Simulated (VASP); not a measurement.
# Ni (Fm-3m) in VASP: further runs, part 2 of 2

VASP 6.6.1.

### Step 3. Single point, PBEsol, collinear spin, ferromagnetic start

File INCAR:

```
ALGO     = Normal         # electronic algorithm
EDIFF    = 1E-6           # SCF threshold, eV
ENCUT    = 520            # plane-wave cutoff, eV
GGA      = PS             # functional
ISIF     = 2              # what is computed and relaxed
ISMEAR   = 0              # smearing method
ISPIN    = 2              # spin polarisation
LASPH    = True           # aspherical terms in the spheres
LCHARG   = False          # write CHGCAR
LMAXMIX  = 4              # l up to which the mixer works
LORBIT   = 11             # projections on sites
LREAL    = False          # projectors in reciprocal space
LWAVE    = False          # write WAVECAR
MAGMOM   = 1.18           # initial moments
NBANDS   = 15             # bands
NELM     = 150            # most SCF steps
NUPDOWN  = 1.18           # fixed moment
PREC     = Accurate       # precision mode
SIGMA    = 0.1            # smearing width, eV
```

File KPOINTS:

```
k-points
0
Gamma
  14 14 14
```

File POSCAR:

```
Ni
1.0
    0.0000000000      1.7673000000      1.7673000000
    1.7673000000      0.0000000000      1.7673000000
    1.7673000000      1.7673000000      0.0000000000
Ni
1
Direct
    0.0000000000      0.0000000000      0.0000000000
```

Potentials or basis: VASP PAW PBE potentials, release 64 (Ni).

The run is started by

```
$ cat potpaw_PBE.64/Ni/POTCAR > POTCAR
$ mpirun -np 1 vasp_std > vasp.out
```

OUTCAR:

```text
EDIFF = 1E-6
   ENCUT = 520
   GGA = PS
   ISIF = 2
   ISMEAR = 0
   ISPIN = 2
   LASPH = True
   LORBIT = 11
   LREAL = False
   NELM = 150
   NUPDOWN = 1.18
   PREC = Accurate

 ion  position               nearest neighbor table
   1  0.000  0.000  0.000-

  LATTYP: Found a face centered cubic cell.
 ALAT       =     3.5346000000

  Lattice vectors:

 A1 = (   0.0000000000,   1.7673000000,   1.7673000000)
[... 1072 lines left out ...]
  --------------------------------------------------------------------------------------
  -------------------------------------------------------------------------------------
  Total       -0.4498089     -0.4498089     -0.4498089      0.0000000     -0.0000000      0.0000000
  in kB      -65.2796538    -65.2796538    -65.2796538      0.0000000     -0.0000000      0.0000000
  external PRESSURE =     -65.2796538 kB  Pullay stress =       0.0000000 kB

 VOLUME and BASIS-vectors are now :
 -----------------------------------------------------------------------------
  energy-cutoff  :      520.00
  volume of cell :       11.04
      direct lattice vectors                 reciprocal lattice vectors
     0.000000000  1.767300000  1.767300000    -0.282917445  0.282917445  0.282917445
     1.767300000  0.000000000  1.767300000     0.282917445 -0.282917445  0.282917445
     1.767300000  1.767300000  0.000000000     0.282917445  0.282917445 -0.282917445

 POSITION                                       TOTAL-FORCE (eV/Angst)
 -----------------------------------------------------------------------------------
      0.00000      0.00000      0.00000         0.000000     -0.000000      0.000000
 -----------------------------------------------------------------------------------
    total drift:                                0.000000      0.000000      0.000000

  FREE ENERGIE OF THE ION-ELECTRON SYSTEM (eV)
  ---------------------------------------------------
  free  energy   TOTEN  =        -5.8967000686 eV

  energy  without entropy=       -5.8893982380  energy(sigma->0) =       -5.89304915

 total charge

# of ion       s       p       d       tot
------------------------------------------
    1        0.513   0.533   8.221   9.267

 magnetization (x)

# of ion       s       p       d       tot
------------------------------------------
    1        0.019   0.036   1.101   1.156
```

It took 46 s on 1 thread of Intel Xeon 8259CL, shared host; peak memory 0.15 GiB.

Results:

```yaml
Free_energy: -5.8967 eV
Pressure: -6.5 GPa
Net_moment: 1.18 μB per cell
Site_moments: Ni +1.16 μB
Valence_electrons_inside_the_program's_atomic_spheres: Ni 9.27
```

Caveat: the cell stands under tension; the PAW data sets were made with another functional, which shifts forces and pressure a little; the total moment is fixed, so each spin has its own Fermi level.

### Step 4. Single point, PBEsol, collinear spin, ferromagnetic start

File INCAR:

```
SYSTEM = Ni
ALGO = Normal
EDIFF = 1E-6
ENCUT = 520
GGA = PS
ISIF = 2
ISMEAR = 0
ISPIN = 2
LASPH = .TRUE.
LCHARG = .TRUE.
LELF = .TRUE.
LMAXMIX = 4
LORBIT = 11
LREAL = .FALSE.
LVHAR = .TRUE.
LWAVE = .FALSE.
MAGMOM = 1.66
NBANDS = 15
NELM = 150
NUPDOWN = 1.66
PREC = Accurate
SIGMA = 0.1
```

File KPOINTS:

```
k-points
0
G
  14 14 14
  0 0 0
```

POSCAR is that of step 3.

The run is started by

```
$ cat potpaw_PBE.64/Ni/POTCAR > POTCAR
$ mpirun -np 1 vasp_std > vasp.out
```

It took 60 s on 1 thread of Intel Xeon 8259CL, shared host; peak memory 0.15 GiB.

The run converged. Its results:

| Item | Value |
| --- | --- |
| Free energy | -5.2358 eV |
| Pressure | 2.7 GPa |
| Net moment | 1.66 μB per cell |
| Site moments | Ni +1.58 μB |
| Valence electrons inside the program's atomic spheres | Ni 9.24 |

Caveat: the PAW data sets were made with another functional, which shifts forces and pressure a little; the total moment is fixed, so each spin has its own Fermi level.

### Step 5. Single point, PBEsol, collinear spin, ferromagnetic start

INCAR: that of step 4 with these lines changed.

```diff
@@ -16,6 +16,5 @@
 LWAVE = .FALSE.
-MAGMOM = 1.66
+MAGMOM = 0.2
 NBANDS = 15
 NELM = 150
-NUPDOWN = 1.66
 PREC = Accurate
```

KPOINTS is that of step 4.

POSCAR is that of step 4.

The run is started by

```
$ cat potpaw_PBE.64/Ni/POTCAR > POTCAR
$ mpirun -np 1 vasp_std > vasp.out
```

It took 45 s on 1 thread of Intel Xeon 8259CL, shared host; peak memory 0.15 GiB.

It converged, with:

```
Free energy                                           : -6.1103 eV
Pressure                                              : -12.3 GPa
Net moment                                            : 0.60 μB per cell
Site moments                                          : Ni +0.61 μB
Valence electrons inside the program's atomic spheres : Ni 9.29
```

Levels at points of the mesh, in eV from the Fermi level:
Spin up:
| k point | band 2 | band 3 | band 4 | band 5 | band 6 | band 7 | band 8 | band 9 |
| --- | --- | --- | --- | --- | --- | --- | --- | --- |
| (0.00, 0.00, 0.00) | -2.37 | -2.37 | -2.37 | -1.22 | -1.22 | 23.58 | 27.30 | 27.30 |
| (0.50, 0.00, 0.00) | -2.36 | -2.36 | -0.57 | -0.57 | -0.31 | 5.55 | 22.08 | 24.37 |
| (0.50, 0.50, 0.00) | -4.10 | -0.53 | -0.44 | -0.44 | 2.39 | 9.08 | 14.64 | 14.64 |
Spin down:
```tsv
k point	band 1	band 2	band 3	band 4	band 5	band 6	band 7	band 8	band 9	band 10
(0.00, 0.00, 0.00)	-8.97	-1.68	-1.68	-1.68	-0.64	-0.64	23.45	27.30	27.30	27.30
(0.50, 0.00, 0.00)	-4.36	-1.76	-1.76	-0.35	0.14	0.14	5.95	21.96	24.44	24.44
(0.50, 0.50, 0.00)	-4.22	-3.53	0.08	0.35	0.35	2.37	9.32	14.65	14.65	19.69
```

Caveat: the cell stands under tension; the PAW data sets were made with another functional, which shifts forces and pressure a little.

### Step 6. Overview

```tsv
fixed moment (μB)	pressure (GPa)	moment (μB)
0.71	-11.4	0.71
1.18	-6.5	1.18
1.66	2.7	1.66
-	-12.3	0.60
```

Alike in all rows: task single point; level PBEsol; potentials or basis VASP PAW PBE potentials, release 64 (Ni); spin collinear, ferromagnetic start; cell as given; k mesh 14 × 14 × 14; cutoff (eV) 520; smearing gaussian 0.1 eV.

Caveats: the PAW data sets were made with another functional, which shifts forces and pressure a little; the cell stands under tension (at least some runs); the total moment is fixed, so each spin has its own Fermi level (at least some runs).

Total energies depend on the potentials used, so only differences within one code and one set of settings carry meaning.
